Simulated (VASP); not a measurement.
Input of a VASP 6.6.1 run:

The input INCAR:

```
PREC = Accurate ; ENCUT = 500
EDIFF = 1E-7 ; ISMEAR = 0
SIGMA = 0.02 ; LREAL = False
LASPH = True ; NELM = 120
ALGO = Normal ; ISIF = 3
LWAVE = False ; LCHARG = False
GGA = PE ; IBRION = 2
NSW = 100 ; EDIFFG = -0.005
GGA_COMPAT = False ; NELMIN = 4
```

Contents of KPOINTS:

```
Automatic mesh
0
Gamma
  10 10 10
```

The input POSCAR:

```
Si
1.0
    0.0000000000      2.7218511900      2.7218511900
    2.7218511900      0.0000000000      2.7218511900
    2.7218511900      2.7218511900      0.0000000000
Si
2
Direct
    0.7500000000      0.7500000000      0.7500000000
    0.5000000000      0.5000000000      0.5000000000
```

Potentials or basis: VASP PAW PBE potentials, release 64 (Si).

Command:

```console
$ cat potpaw_PBE.64/Si/POTCAR > POTCAR
$ mpirun -np 1 vasp_std > vasp.out
```

Task: Predict the relaxed volume.

Result: 20.44 Å³/atom.

Task: Predict the band gap on the k mesh.

Result: 0.62 eV (least direct gap 2.56 eV).

Task: Predict the space group after relaxing (to 0.1 Å).

Result: Fd-3m (No. 227).

Final structure:
```cif
data_structure
_symmetry_space_group_name_H-M 'P 1'
_symmetry_Int_Tables_number 1
_cell_length_a 3.8668
_cell_length_b 3.8668
_cell_length_c 3.8668
_cell_angle_alpha 60.000
_cell_angle_beta 60.000
_cell_angle_gamma 60.000
_cell_volume 40.88
loop_
_atom_site_label
_atom_site_type_symbol
_atom_site_fract_x
_atom_site_fract_y
_atom_site_fract_z
_atom_site_occupancy
Si1 Si 0.75000 0.75000 0.75000 1
Si2 Si 0.50000 0.50000 0.50000 1
```

A k mesh can miss the band edges.
